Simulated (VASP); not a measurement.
# GaP (zinc blende type) (F-43m) in VASP: a series of runs

The runs below take GaP (zinc blende type) through single point, with HSE06.

Everything below comes from runs of VASP 6.6.1. Logs are shortened: lines on timing, memory, paths and dates and some standing lists are left out, and cuts for length are marked.

### 1 The cell of the first run

Symmetry: F-43m, No. 216, cubic system. The conventional cell has a = 5.417 Å, b = 5.417 Å, c = 5.417 Å, α = 90.00°, β = 90.00°, γ = 90.00°. Ga (site symmetry -43m) has 4 P at 2.35 Å within 3.1 Å. P (site symmetry -43m) has 4 Ga at 2.35 Å within 3.1 Å.

### 2 Single point, HSE06

POSCAR reads:

```
GaP
1.0
    0.0000000000      2.7082960622      2.7082960622
    2.7082960622      0.0000000000      2.7082960622
    2.7082960622      2.7082960622      0.0000000000
Ga P
1 1
Direct
    0.0000000000      0.0000000000      0.0000000000
    0.2500000000      0.2500000000      0.2500000000
```

INCAR.step1 reads:

```
SYSTEM = GaP
  ALGO = Normal
  EDIFF = 1E-5
  ENCUT = 520
  GGA = PE
  ISIF = 2
  ISMEAR = -1
  LASPH = .True.
  LCHARG = .False.
  LREAL = .False.
  LWAVE = .True.
  NBANDS = 16
  NELM = 60
  PREC = Accurate
  SIGMA = 0.05
```

INCAR.step2 reads:

```
SYSTEM = GaP
  ALGO = Normal
  EDIFF = 1E-6
  ENCUT = 520
  GGA = PE
  HFSCREEN = 0.2079
  ISIF = 2
  ISMEAR = -1
  ISTART = 1
  LASPH = .True.
  LCHARG = .False.
  LHFCALC = .True.
  LREAL = .False.
  LWAVE = .False.
  NBANDS = 16
  NELM = 60
  PREC = Accurate
  PRECFOCK = Normal
  SIGMA = 0.05
```

KPOINTS reads:

```
k-points
0
Gamma
  4 4 4
  0 0 0
```

Potentials or basis: VASP PAW PBE potentials, release 64 (Ga_d, P).

The run is started by

```sh
> cat potpaw_PBE.64/Ga_d/POTCAR potpaw_PBE.64/P/POTCAR > POTCAR
> cp INCAR.step1 INCAR
> mpirun -np 1 vasp_std > vasp.out
> cp INCAR.step2 INCAR
> mpirun -np 1 vasp_std > vasp.out
```

OUTCAR:

```text
SYSTEM = GaP
   EDIFF = 1E-6
   ENCUT = 520
   GGA = PE
   HFSCREEN = 0.2079
   ISIF = 2
   ISMEAR = -1
   ISTART = 1
   LASPH = .True.
   LHFCALC = .True.
   LREAL = .False.
   NELM = 60
   PREC = Accurate
   PRECFOCK = Normal

 ion  position               nearest neighbor table
   1  0.000  0.000  0.000-   2 2.35   2 2.35   2 2.35   2 2.35
   2  0.250  0.250  0.250-   1 2.35   1 2.35   1 2.35   1 2.35

  LATTYP: Found a face centered cubic cell.
 ALAT       =     5.4165921244

  Lattice vectors:

 A1 = (   0.0000000000,   2.7082960622,   2.7082960622)
 A2 = (   2.7082960622,   0.0000000000,   2.7082960622)
 A3 = (   2.7082960622,   2.7082960622,   0.0000000000)

Analysis of symmetry for initial positions (statically):
=====================================================================
 Subroutine PRICEL returns:
 Original cell was already a primitive cell.

 Routine SETGRP: Setting up the symmetry group for a
 face centered cubic supercell.

 Subroutine GETGRP returns: Found 24 space group operations
 (whereof 24 operations were pure point group operations)
 out of a pool of 48 trial point group operations.

The static configuration has the point symmetry T_d .

Analysis of symmetry for dynamics (positions and initial velocities):
=====================================================================
 Subroutine PRICEL returns:
 Original cell was already a primitive cell.

 Routine SETGRP: Setting up the symmetry group for a
 face centered cubic supercell.

 Subroutine GETGRP returns: Found 24 space group operations
 (whereof 24 operations were pure point group operations)
 out of a pool of 48 trial point group operations.

The dynamic configuration has the point symmetry T_d .

 Subroutine INISYM returns: Found 24 space group operations
 (whereof 24 operations are pure point group operations),
 and found     1 'primitive' translations

----------------------------------------------------------------------------------------

                                     Primitive cell

  volume of cell :      39.7300

  direct lattice vectors                    reciprocal lattice vectors
     0.000000000  2.708296062  2.708296062    -0.184617925  0.184617925  0.184617925
     2.708296062  0.000000000  2.708296062     0.184617925 -0.184617925  0.184617925
     2.708296062  2.708296062  0.000000000     0.184617925  0.184617925 -0.184617925

  length of vectors
     3.830109022  3.830109022  3.830109022     0.319767627  0.319767627  0.319767627

  position of ions in fractional coordinates (direct lattice)
     0.000000000  0.000000000  0.000000000
     0.250000000  0.250000000  0.250000000

  ion indices of the primitive-cell ions
   primitive index   ion index
                 1           1
                 2           2

----------------------------------------------------------------------------------------

 KPOINTS: k-points

Automatic generation of k-mesh.
 Grid dimensions read from file:
 generate k-points for:    4    4    4

 Generating k-lattice:

  Cartesian coordinates                     Fractional coordinates (reciprocal lattice)
    -0.046154481  0.046154481  0.046154481     0.250000000  0.000000000  0.000000000
     0.046154481 -0.046154481  0.046154481     0.000000000  0.250000000  0.000000000
     0.046154481  0.046154481 -0.046154481     0.000000000  0.000000000  0.250000000

  Length of vectors
     0.079941907  0.079941907  0.079941907

  Shift w.r.t. Gamma in fractional coordinates (k-lattice)
     0.000000000  0.000000000  0.000000000

 Subroutine IBZKPT returns following result:
 ===========================================

 Found      8 irreducible k-points:

 Following reciprocal coordinates:
            Coordinates               Weight
  0.000000  0.000000  0.000000      1.000000
  0.250000  0.000000  0.000000      8.000000
  0.500000  0.000000  0.000000      4.000000
  0.250000  0.250000  0.000000      6.000000
  0.500000  0.250000  0.000000     24.000000
 -0.250000  0.250000  0.000000     12.000000
  0.500000  0.500000  0.000000      3.000000
 -0.250000  0.500000  0.250000      6.000000
   k-points           NKPTS =      8   k-points in BZ     NKDIM =     64   number of bands    NBANDS=     16
   number of dos      NEDOS =    301   number of ions     NIONS =      2
   total plane-waves  NPLWV =  21952
   dimension x,y,z NGX =    28 NGY =   28 NGZ =   28
   dimension x,y,z NGXF=    56 NGYF=   56 NGZF=   56
   ions per type =               1   1
   NGX,Y,Z   is equivalent  to a cutoff of  12.15, 12.15, 12.15 a.u.
   NGXF,Y,Z  is equivalent  to a cutoff of  24.31, 24.31, 24.31 a.u.
 SYSTEM =  GaP
   PREC   = accura    normal or accurate (medium, high low for compatibility)
   ISTART =      1    job   : 0-new  1-cont  2-samecut
   ICHARG =      0    charge: 1-file 2-atom 10-const
   ISPIN  =      1    spin polarized calculation?
   LNONCOLLINEAR =      F non collinear calculations
   LSORBIT =      F    spin-orbit coupling
   LASPH  =      T    aspherical Exc in radial PAW
   ENCUT  =  520.0 eV  38.22 Ry    6.18 a.u.   7.12  7.12  7.12*2*pi/ulx,y,z
   NELM   =     60;   NELMIN=  2; NELMDL=  0     # of ELM steps
   EDIFF  = 0.1E-05   stopping-criterion for ELM
   LREAL  =      F    real-space projection
   EDIFFG = 0.1E-04   stopping-criterion for IOM
   NSW    =      0    number of steps for IOM
   IBRION =     -1    ionic relax: 0-MD 1-quasi-New 2-CG
   NFREE  =      0    steps in history (QN), initial steepest desc. (CG)
   ISIF   =      2    stress and relaxation
   ISYM   =      3    0-nonsym 1-usesym 2-fastsym
   POTIM  = 0.5000    time-step for ionic-motion
   TEBEG  =    0.0;   TEEND  =   0.0 temperature during run
   PSTRESS=    0.0 pullay stress
   NELECT =      18.0000    total number of electrons
   NUPDOWN=      -1.0000    fix difference up-down
   EMIN   =  10.00;   EMAX   =-10.00  energy-range for DOS
   EFERMI =   0.00;   METHOD = LEGACY
   ISMEAR =    -1;   SIGMA  =   0.05  broadening in eV -4-tet -1-fermi 0-gaus
   EFERMI_NEDOS =   21; number of points for ismear=-14 and -15
   IALGO  =     38    algorithm
   IMIX   =      1    mixing-type and parameters
     AMIX     =   0.40;   BMIX     =  1.00
     AMIX_MAG =   1.60;   BMIX_MAG =  1.00
  volume/ion in A,a.u.               =      19.86       134.06
  Fermi-wavevector in a.u.,A,eV,Ry     =   1.257360  2.376065 21.510176  1.580953
  Thomas-Fermi vector in A             =   2.391022
   LORBIT       =      0    0 simple, 1 ext, 2 COOP (PROOUT), +10 PAW based schemes
   GGA     = PE    functional components
   LHFCALC =     T    Hartree Fock is set to
   PRECFOCK=normal    Normal, Fast or Accurate (Low or Medium for compatibility)
   ENCUT4O =  -1.0   cutoff for four orbital integrals eV
   NKREDX  =     1    reduce k-point grid by
   NKREDY  =     1    reduce k-point grid by
   NKREDZ  =     1    reduce k-point grid by
   AEXX    =    0.2500 exact exchange contribution
   HFSCREEN=    0.2079 screening length (either q_TF or 0.3 A-1)
   HFSCREENC=   0.2079 screening length for correlation (either q_TF or 0.3 A-1)
   ENCUTFOCK=  -1.0 apply spherical cutoff to Coloumb kernel
   IVDW    =     0    specifies the selected vdW correction
   LEPSILON=     F    determine dielectric tensor
   LRPA    =     F    only Hartree local field effects (RPA)
 non-spin polarized calculation
  energy-cutoff  :      520.00
  volume of cell :       39.73
 maximum number of plane-waves:      1090
  NGX = 24; NGY = 24; NGZ = 24

 number of electron      18.0000009 magnetization

 Free energy of the ion-electron system (eV)
  ---------------------------------------------------
  ext. energy  EPLUGINS =         0.00000000
  ---------------------------------------------------
  free energy    TOTEN  =       -10.65930709 eV

  energy without entropy =      -10.65930709  energy(sigma->0) =      -10.65930709

 E-fermi :   5.5359     XC(G=0):  -8.2072

 val. band max:        4.4196820621   @ k =   0.0000   0.0000   0.0000
 cond. band min:       6.6890515145   @ k =   0.5000   0.5000   0.0000
 fundamental gap:      2.2693694524
 Fermi energy:         5.5358694751

 k-point     1 :       0.0000    0.0000    0.0000
  band No.  band energies     occupation
      1     -12.6712      2.00000
      2     -12.6712      2.00000
      3     -12.6712      2.00000
      4     -12.5646      2.00000
      5     -12.5646      2.00000
      6      -9.4905      2.00000
      7       4.4197      2.00000
      8       4.4197      2.00000
      9       4.4197      2.00000
     10       7.4295      0.00000
     11       9.1961      0.00000
     12       9.1961      0.00000
     13       9.1961      0.00000
     14      14.3916      0.00000
     15      15.3595      0.00000
     16      15.3595      0.00000

 k-point     2 :       0.2500    0.0000    0.0000
  band No.  band energies     occupation
      1     -12.7025      2.00000
      2     -12.6567      2.00000
      3     -12.6567      2.00000
      4     -12.5637      2.00000
      5     -12.5637      2.00000
      6      -8.6364      2.00000
      7       0.2200      2.00000
      8       3.6930      2.00000
      9       3.6930      2.00000
     10       7.5570      0.00000
     11      10.1204      0.00000
     12      10.1204      0.00000
     13      11.9598      0.00000
     14      14.4708      0.00000
     15      14.4708      0.00000
     16      15.4337      0.00000

 k-point     3 :       0.5000    0.0000    0.0000
  band No.  band energies     occupation
      1     -12.7320      2.00000
      2     -12.6462      2.00000
      3     -12.6462      2.00000
      4     -12.5587      2.00000
      5     -12.5587      2.00000
      6      -7.1963      2.00000
      7      -2.9169      2.00000
      8       3.1791      2.00000
      9       3.1791      2.00000
     10       7.0229      0.00000
     11      10.0406      0.00000
     12      10.0406      0.00000
     13      13.7270      0.00000
     14      16.7472      0.00000
     15      17.4940      0.00000
     16      17.4940      0.00000

 k-point     4 :       0.2500    0.2500    0.0000
  band No.  band energies     occupation
      1     -12.7248      2.00000
      2     -12.6403      2.00000
      3     -12.6403      2.00000
      4     -12.5796      2.00000
      5     -12.5545      2.00000
      6      -8.3445      2.00000
      7       0.5063      2.00000
      8       2.5588      2.00000
      9       2.5588      2.00000
     10       7.3573      0.00000
     11       9.0801      0.00000
     12      12.3406      0.00000
     13      12.3406      0.00000
     14      13.4068      0.00000
     15      16.3944      0.00000
     16      18.5379      0.00000

 k-point     5 :       0.5000    0.2500    0.0000
  band No.  band energies     occupation
      1     -12.7446      2.00000
      2     -12.6324      2.00000
      3     -12.6256      2.00000
      4     -12.5790      2.00000
      5     -12.5532      2.00000
      6      -6.8352      2.00000
      7      -2.3036      2.00000
      8       0.8691      2.00000
      9       2.1624      2.00000
     10       7.6515      0.00000
     11      10.3902      0.00000
     12      12.0919      0.00000
     13      12.6272      0.00000
     14      16.6913      0.00000
     15      17.5948      0.00000
     16      19.2493      0.00000

 k-point     6 :      -0.2500    0.2500    0.0000
  band No.  band energies     occupation
      1     -12.7285      2.00000
      2     -12.6422      2.00000
      3     -12.6386      2.00000
      4     -12.5661      2.00000
      5     -12.5634      2.00000
      6      -7.4058      2.00000
      7      -1.4859      2.00000
      8       0.6811      2.00000
      9       3.0936      2.00000
     10       8.5212      0.00000
     11      11.2174      0.00000
     12      11.3579      0.00000
     13      11.7537      0.00000
     14      13.7375      0.00000
     15      16.9196      0.00000
     16      19.3031      0.00000

 k-point     7 :       0.5000    0.5000    0.0000
  band No.  band energies     occupation
      1     -12.7691      2.00000
      2     -12.6079      2.00000
      3     -12.6079      2.00000
      4     -12.5980      2.00000
      5     -12.5443      2.00000
      6      -6.1877      2.00000
      7      -2.9968      2.00000
      8       1.4277      2.00000
      9       1.4278      2.00000
     10       6.6891      0.00000
     11       6.9887      0.00000
     12      16.6425      0.00000
     13      16.6425      0.00000
     14      17.2107      0.00000
     15      18.2296      0.00000
     16      18.7933      0.00000

 k-point     8 :      -0.2500    0.5000    0.2500
  band No.  band energies     occupation
      1     -12.7488      2.00000
      2     -12.6339      2.00000
      3     -12.6115      2.00000
      4     -12.5804      2.00000
      5     -12.5565      2.00000
      6      -6.0878      2.00000
      7      -2.7403      2.00000
      8       0.4454      2.00000
      9       0.6432      2.00000
     10       9.9489      0.00000
     11      10.4981      0.00000
     12      11.4785      0.00000
     13      11.6308      0.00000
     14      17.6147      0.00000
     15      17.8218      0.00000
     16      19.7825      0.00000

------------------------ aborting loop because EDIFF is reached ----------------------------------------

  FORCE on cell =-STRESS in cart. coord.  units (eV):
  Direction    XX          YY          ZZ          XY          YZ          ZX
  --------------------------------------------------------------------------------------
  -------------------------------------------------------------------------------------
  Total        0.6838879      0.6838879      0.6838879     -0.0000000     -0.0000000      0.0000000
  in kB       27.5789079     27.5789079     27.5789079     -0.0000000     -0.0000000      0.0000000
  external PRESSURE =      27.5789079 kB  Pullay stress =       0.0000000 kB

 VOLUME and BASIS-vectors are now :
 -----------------------------------------------------------------------------
  energy-cutoff  :      520.00
  volume of cell :       39.73
      direct lattice vectors                 reciprocal lattice vectors
     0.000000000  2.708296062  2.708296062    -0.184617925  0.184617925  0.184617925
     2.708296062  0.000000000  2.708296062     0.184617925 -0.184617925  0.184617925
     2.708296062  2.708296062  0.000000000     0.184617925  0.184617925 -0.184617925

 POSITION                                       TOTAL-FORCE (eV/Angst)
 -----------------------------------------------------------------------------------
      0.00000      0.00000      0.00000        -0.000000     -0.000000     -0.000000
      1.35415      1.35415      1.35415         0.000000      0.000000      0.000000
 -----------------------------------------------------------------------------------
    total drift:                               -0.000053     -0.000066     -0.000042

  FREE ENERGIE OF THE ION-ELECTRON SYSTEM (eV)
  ---------------------------------------------------
  free  energy   TOTEN  =       -10.6593070916 eV

  energy  without entropy=      -10.6593070915  energy(sigma->0) =      -10.65930709
```

Wall time 12 min (1 thread of Intel Xeon Platinum 8259CL at 2.50GHz (Skylake/Cascade Lake), shared host); peak memory 0.27 GiB.

Results:

- Free energy: -10.6593 eV
- Pressure: 2.8 GPa
- Band gap on the k mesh: 2.27 eV (least direct gap 3.01 eV)

Caveat: the k points lie up to 0.50 Å⁻¹ apart; the PAW data sets were made with another functional, which shifts forces and pressure a little.

(Continued in part 2 of 2.)
